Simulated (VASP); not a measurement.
A run of VASP 6.6.1 is set up as follows.

POSCAR

```
Co
1.0
    2.4561320000      0.0000000000      0.0000000000
   -1.2280660000      2.1270730000      0.0000000000
    0.0000000000      0.0000000000      3.9718030000
Co
2
Direct
    0.3333330000      0.6666670000      0.2500000000
    0.6666670000      0.3333330000      0.7500000000
```

INCAR.step1

```
SYSTEM = Co
  PREC = Accurate
  ENCUT = 520
  ISMEAR = -1
  SIGMA = 0.05
  LREAL = .FALSE.
  LASPH = .TRUE.
  NELM = 150
  ISPIN = 2
  MAGMOM = 1.6 1.6
  LMAXMIX = 4
  NBANDS = 20
  GGA = PE
  ALGO = Normal
  EDIFF = 1E-4
  LWAVE = .TRUE.
  LCHARG = .FALSE.
```

The input INCAR.step2:

```
SYSTEM = Co
  PREC = Accurate
  ENCUT = 520
  EDIFF = 1E-7
  ISMEAR = -1
  SIGMA = 0.05
  LREAL = .FALSE.
  LASPH = .TRUE.
  NELM = 150
  ALGO = Normal
  ISIF = 2
  LWAVE = .FALSE.
  LCHARG = .FALSE.
  ISPIN = 2
  MAGMOM = 1.6 1.6
  LORBIT = 11
  LMAXMIX = 4
  METAGGA = R2SCAN
  LMIXTAU = .TRUE.
  NBANDS = 20
  ISTART = 1
```

The input KPOINTS:

```
Automatic mesh
0
G
  12 12 7
  0 0 0
```

Potentials or basis: VASP PAW PBE potentials, release 64 (Co).

The run is started by

```console
$ cat potpaw_PBE.64/Co/POTCAR > POTCAR
$ cp INCAR.step1 INCAR
$ mpirun -np 1 vasp_std > vasp.out
$ cp INCAR.step2 INCAR
$ mpirun -np 1 vasp_std > vasp.out
```

(1) What does it give for the site moments?

(2) Estimate the net moment.

(3) Predict the pressure.

Answers

(1) Co +1.78 μB.

(2) 3.46 μB per cell.

(3) 5.8 GPa.

Caveat: the PAW data sets were made with another functional, which shifts forces and pressure a little.
